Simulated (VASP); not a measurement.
# Cr (P6_3/mmc) in VASP: settings compared, part 2 of 2

VASP 6.6.1. The steps go on from the part before.

**3. Vibrations by perturbation theory, PBEsol, collinear spin, ferromagnetic start**

Input file INCAR:

```
ALGO     = Normal         # electronic algorithm
EDIFF    = 1E-8           # SCF threshold, eV
ENCUT    = 520            # plane-wave cutoff, eV
GGA      = PS             # functional
IBRION   = 8              # ionic algorithm
ISIF     = 2              # what is computed and relaxed
ISMEAR   = -1             # smearing method
ISPIN    = 2              # spin polarisation
LASPH    = True           # aspherical terms in the spheres
LCHARG   = False          # write CHGCAR
LMAXMIX  = 4              # l up to which the mixer works
LORBIT   = 11             # projections on sites
LREAL    = False          # projectors in reciprocal space
LWAVE    = False          # write WAVECAR
MAGMOM   = 3 3            # initial moments
NBANDS   = 23             # bands
NELM     = 150            # most SCF steps
NSW      = 1              # ionic steps
PREC     = Accurate       # precision mode
SIGMA    = 0.05           # smearing width, eV
```

Input file KPOINTS:

```
k-points
0
Gamma
  10 10 6
```

Input file POSCAR:

```
Cr
1.0
    2.7140000000      0.0000000000      0.0000000000
   -1.3570000000      2.3503929459      0.0000000000
    0.0000000000      0.0000000000      4.4100000000
Cr
2
Direct
    0.6666666667      0.3333333333      0.7500000000
    0.3333333333      0.6666666667      0.2500000000
```

Potentials or basis: VASP PAW PBE potentials, release 64 (Cr_pv).

On the command line:

```sh
> cat potpaw_PBE.64/Cr_pv/POTCAR > POTCAR
> mpirun -np 1 vasp_std > vasp.out
```

OUTCAR:

```text
EDIFF = 1E-8
   ENCUT = 520
   GGA = PS
   IBRION = 8
   ISIF = 2
   ISMEAR = -1
   ISPIN = 2
   LASPH = True
   LORBIT = 11
   LREAL = False
   NELM = 150
   NSW = 1
   PREC = Accurate

 ion  position               nearest neighbor table
   1  0.667  0.333  0.750-   2 2.71   2 2.71   2 2.71   2 2.71   2 2.71   2 2.71
   2  0.333  0.667  0.250-   1 2.71   1 2.71   1 2.71   1 2.71   1 2.71   1 2.71

  LATTYP: Found a hexagonal cell.
 ALAT       =     2.7140000000
 C/A-ratio  =     1.6249078850

  Lattice vectors:

[... 1557 lines left out ...]
             X         Y         Z           dx          dy          dz
      1.357000  0.783464  3.307500     0.707107    0.000000   -0.000000
     -0.000000  1.566929  1.102500    -0.707107   -0.000000    0.000000

   6 f/i=    3.232895 THz    20.312879 2PiTHz  107.837775 cm-1    13.370174 meV
             X         Y         Z           dx          dy          dz
      1.357000  0.783464  3.307500    -0.000000    0.707107    0.000000
     -0.000000  1.566929  1.102500    -0.000000   -0.707107    0.000000

--------------------------------------------------------------------------------------------------------

 ELASTIC MODULI CONTR FROM IONIC RELAXATION (kBar)
 Direction    XX          YY          ZZ          XY          YZ          ZX
 --------------------------------------------------------------------------------
 XX          -0.0000      0.0000      0.0000     -0.0000      0.0000      0.0000
 YY           0.0000     -0.0000     -0.0000      0.0000      0.0000      0.0000
 ZZ           0.0000     -0.0000     -0.0000      0.0000      0.0000      0.0000
 XY          -0.0000      0.0000      0.0000     -0.0000      0.0000      0.0000
 YZ           0.0000      0.0000      0.0000      0.0000      0.0000      0.0000
 ZX           0.0000      0.0000      0.0000      0.0000      0.0000      0.0000
 --------------------------------------------------------------------------------

 total charge

# of ion       s       p       d       tot
------------------------------------------
    1        0.376   6.282   4.054  10.712
    2        0.376   6.282   4.054  10.712
--------------------------------------------------
tot          0.752  12.564   8.108  21.423

 magnetization (x)

# of ion       s       p       d       tot
------------------------------------------
    1        0.001   0.020   0.737   0.758
    2        0.001   0.020   0.737   0.758
--------------------------------------------------
tot          0.001   0.040   1.475   1.516
```

OSZICAR:

```text
N       E                     dE             d eps       ncg     rms          rms(c)
DAV:   1     0.243691202669E+03    0.24369E+03   -0.13566E+04  5160   0.124E+03
DAV:   2    -0.133753092605E+02   -0.25707E+03   -0.24819E+03  5215   0.375E+02
DAV:   3    -0.212551104606E+02   -0.78798E+01   -0.78220E+01  6300   0.771E+01
DAV:   4    -0.213342186234E+02   -0.79108E-01   -0.78936E-01  6041   0.754E+00
[... 59 lines left out ...]
RMM:  15    -0.825589588368E+00    0.11348E-05    0.13411E-07 12581   0.250E-04    0.425E-05
RMM:  16    -0.825589139596E+00    0.44877E-06    0.24176E-07 11804   0.995E-05    0.102E-05
RMM:  17    -0.825589039771E+00    0.99825E-07    0.35231E-07 12881   0.374E-05    0.554E-06
RMM:  18    -0.825588977445E+00    0.62325E-07    0.14665E-07 12137   0.213E-05    0.165E-06
RMM:  19    -0.825588979137E+00   -0.16917E-08    0.90833E-08 13008   0.148E-05    0.469E-07
 Linear response finished
```

Run time: 9.1 min. Hardware: 1 thread of Intel Xeon Platinum 8488C (Sapphire Rapids), shared host; peak memory 0.53 GiB.

Results:

- Net moment: 1.63 μB per cell
- Site moments: Cr +0.76 μB
- Valence electrons inside the program's atomic spheres: Cr 10.71
- Highest phonon frequency at Γ: 178 cm⁻¹
- Most unstable mode: 108i cm⁻¹

Phonon frequencies in cm⁻¹ (negative: imaginary):
```tsv
q point	frequencies
(0.000, 0.000, 0.000)	-108 -108 0 0 0 178
```

Caveat: the cell wasn't relaxed at this level first, which shifts response properties; some modes are imaginary; the PAW data sets were made with another functional, which shifts forces and pressure a little.

**4. Single point, PBEsol+U, collinear spin, ferromagnetic start**

Input file INCAR:

```
SYSTEM = Cr
PREC = Accurate ; ENCUT = 520
EDIFF = 1E-7 ; ISMEAR = -1
SIGMA = 0.05 ; LREAL = .FALSE.
LASPH = .TRUE. ; NELM = 150
ALGO = Normal ; ISIF = 2
LWAVE = .FALSE. ; LCHARG = .FALSE.
ISPIN = 2 ; MAGMOM = 3 3
LORBIT = 11 ; LMAXMIX = 4
LDAU = .TRUE. ; LDAUTYPE = 2
LDAUL = 2 ; LDAUU = 2
LDAUJ = 0 ; LDAUPRINT = 1
GGA = PS ; NBANDS = 23
```

Input file KPOINTS:

```
regular mesh
0
G
  11 11 6
  0 0 0
```

POSCAR is that of step 3.

On the command line:

```sh
> cat potpaw_PBE.64/Cr_pv/POTCAR > POTCAR
> mpirun -np 1 vasp_std > vasp.out
```

Run time: 1.7 min. Hardware: 1 thread of Intel Xeon 8259CL, shared host; peak memory 0.19 GiB.

Results (log left out):

```yaml
Free_energy: -14.6044 eV
Pressure: -13.8 GPa
Net_moment: 4.44 μB per cell
Site_moments: Cr +2.11 μB
Valence_electrons_inside_the_program's_atomic_spheres: Cr 10.72
```

Stress tensor (GPa, compression positive):
```
-11.63   0.00   0.00
  0.00 -11.63   0.00
  0.00   0.00 -18.26
```

Levels at points of the mesh, in eV from the Fermi level:
Spin up:
```tsv
k point	band 12	band 13	band 14	band 15	band 16	band 17
(0.00, 0.00, 0.00)	-1.12	-1.12	-0.82	-0.82	-0.10	0.42
(0.00, 0.00, 0.50)	-1.56	-1.56	-1.56	0.09	0.09	0.09
```
Spin down:
| k point | band 6 | band 7 | band 8 | band 9 | band 10 | band 11 | band 12 | band 13 | band 14 | band 15 |
| --- | --- | --- | --- | --- | --- | --- | --- | --- | --- | --- |
| (0.00, 0.00, 0.00) | -41.39 | -6.94 | -2.60 | 0.55 | 0.97 | 1.09 | 1.09 | 1.51 | 1.51 | 2.16 |
| (0.00, 0.00, 0.50) | -41.42 | -4.92 | -4.92 | 0.22 | 0.22 | 1.05 | 1.05 | 1.05 | 1.05 | 3.11 |

Eigenvalues of the final occupation matrices:
```tsv
site	spin	trace	eigenvalues
site 1 d	1	3.09	0.59 0.61 0.61 0.63 0.63
site 1 d	2	0.99	0.16 0.16 0.22 0.22 0.23
site 2 d	1	3.09	0.59 0.61 0.61 0.63 0.63
site 2 d	2	0.99	0.16 0.16 0.22 0.22 0.23
```

Caveat: the PAW data sets were made with another functional, which shifts forces and pressure a little; the U is typed as a test and isn't derived for this compound. The state reached can hang on the start; a lower one may exist.

**5. Density of states, PBEsol, collinear spin, ferromagnetic start**

POSCAR is that of step 4.

Input file INCAR.step1:

```
PREC     = Accurate       # precision mode
ENCUT    = 520            # plane-wave cutoff, eV
EDIFF    = 1E-6           # SCF threshold, eV
ISMEAR   = -1             # smearing method
SIGMA    = 0.05           # smearing width, eV
LREAL    = False          # projectors in reciprocal space
LASPH    = True           # aspherical terms in the spheres
NELM     = 150            # most SCF steps
ALGO     = Normal         # electronic algorithm
ISIF     = 2              # what is computed and relaxed
LWAVE    = False          # write WAVECAR
LCHARG   = True           # write CHGCAR
ISPIN    = 2              # spin polarisation
MAGMOM   = 3 3            # initial moments
LMAXMIX  = 4              # l up to which the mixer works
GGA      = PS             # functional
NBANDS   = 23             # bands
```

Input file KPOINTS.step1:

```
Automatic mesh
0
Gamma
  11 11 6
```

Input file INCAR.step2:

```
PREC     = Accurate       # precision mode
ENCUT    = 520            # plane-wave cutoff, eV
EDIFF    = 1E-6           # SCF threshold, eV
ISMEAR   = -5             # smearing method
SIGMA    = 0.05           # smearing width, eV
LREAL    = False          # projectors in reciprocal space
LASPH    = True           # aspherical terms in the spheres
NELM     = 150            # most SCF steps
ALGO     = Normal         # electronic algorithm
ISIF     = 2              # what is computed and relaxed
LWAVE    = False          # write WAVECAR
LCHARG   = False          # write CHGCAR
ISPIN    = 2              # spin polarisation
MAGMOM   = 3 3            # initial moments
LORBIT   = 11             # projections on sites
LMAXMIX  = 4              # l up to which the mixer works
GGA      = PS             # functional
NEDOS    = 2001           # points of the DOS
ICHARG   = 11             # starting density
```

Input file KPOINTS.step2:

```
Automatic mesh
0
Gamma
  17 17 9
```

On the command line:

```sh
> cat potpaw_PBE.64/Cr_pv/POTCAR > POTCAR
> cp INCAR.step1 INCAR
> cp KPOINTS.step1 KPOINTS
> mpirun -np 1 vasp_std > vasp.out
> cp INCAR.step2 INCAR
> cp KPOINTS.step2 KPOINTS
> mpirun -np 1 vasp_std > vasp.out
```

Wall time 3.7 min (1 thread of Intel Xeon 8259CL, shared host); peak memory 0.24 GiB.

It converged, with:

* Net moment: 1.69 μB per cell
* Site moments: Cr +0.80 μB
* Valence electrons inside the program's atomic spheres: Cr 10.71

Levels at points of the mesh, in eV from the Fermi level:
Spin up:
```csv
k point,band 9,band 10,band 11,band 12,band 13,band 14,band 15,band 16,band 17,band 18
"(0.00, 0.00, 0.00)",-0.64,-0.64,-0.60,-0.27,-0.27,0.18,0.18,0.41,1.42,1.42
```
Spin down:
| k point | band 7 | band 8 | band 9 | band 10 | band 11 | band 12 | band 13 | band 14 | band 15 | band 16 |
| --- | --- | --- | --- | --- | --- | --- | --- | --- | --- | --- |
| (0.00, 0.00, 0.00) | -6.83 | -3.09 | 0.00 | 0.07 | 0.07 | 0.45 | 0.45 | 0.69 | 0.94 | 0.94 |

Caveat: the PAW data sets were made with another functional, which shifts forces and pressure a little; tetrahedron occupations give inexact forces and stress in metals.

**6. The runs side by side**

```tsv
task	level	spin	U	k mesh	smearing	k mesh for the DOS	occupations for the DOS	gap on the mesh (eV)	pressure (GPa)	moment (μB)
single point	PBEsol+U	collinear, antiferromagnetic start	Cr d U = 4.0 eV	11 × 11 × 6	tetrahedron	-	-	none	28.2	0.00
vibrations by perturbation theory	PBEsol	collinear, ferromagnetic start	-	10 × 10 × 6	fermi-dirac 0.05 eV	-	-	-	-	1.63
single point	PBEsol+U	collinear, ferromagnetic start	Cr d U = 2.0 eV	11 × 11 × 6	fermi-dirac 0.05 eV	-	-	none	-13.8	4.44
density of states	PBEsol	collinear, ferromagnetic start	-	11 × 11 × 6	fermi-dirac 0.05 eV	17 × 17 × 9	tetrahedron	-	-	1.69
```

Alike in all rows: potentials or basis VASP PAW PBE potentials, release 64 (Cr_pv); cell as given; cutoff (eV) 520.

Caveats: the PAW data sets were made with another functional, which shifts forces and pressure a little; the U is typed as a test and isn't derived for this compound (some runs); tetrahedron occupations give inexact forces and stress in metals (some runs); the cell wasn't relaxed at this level first, which shifts response properties (some runs); some modes are imaginary (some runs).

Absolute energies hang on the potentials; compare differences alone.
